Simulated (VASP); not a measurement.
Here is a VASP 6.6.1 calculation.

File INCAR:

```
SYSTEM = MgSe3
ALGO = Normal
EDIFF = 1E-6
ENCUT = 520
GGA = PE
ISIF = 2
ISMEAR = 0
LASPH = .True.
LCHARG = .False.
LREAL = .False.
LWAVE = .False.
NBANDS = 18
NELM = 60
PREC = Accurate
SIGMA = 0.1
```

KPOINTS

```
k-points
0
Gamma
  6 6 6
  0 0 0
```

The input POSCAR:

```
MgSe3
1.0
   -2.3477652400      2.3477652400      4.8256380600
    2.3477652400     -2.3477652400      4.8256380600
    2.3477652400      2.3477652400     -4.8256380600
Mg Se
1 3
Direct
    0.0000000000      0.0000000000      0.0000000000
    0.7500000000      0.2500000000      0.5000000000
    0.2500000000      0.7500000000      0.5000000000
    0.5000000000      0.5000000000      0.0000000000
```

Potentials or basis: VASP PAW PBE potentials, release 64 (Mg, Se).

Launch:

```sh
$ cat potpaw_PBE.64/Mg/POTCAR potpaw_PBE.64/Se/POTCAR > POTCAR
$ mpirun -np 1 vasp_std > vasp.out
```

Task: Predict the pressure.

Result: -8.6 GPa.

Task: Estimate the band gap on the k mesh.

Result: Zero (bands 10 and 11 overlap by 1.09 eV).

Stress tensor (GPa, compression positive):
```
-10.20   0.00   0.00
  0.00 -10.20   0.00
  0.00   0.00  -5.44
```

Caveat: the cell stands under tension.
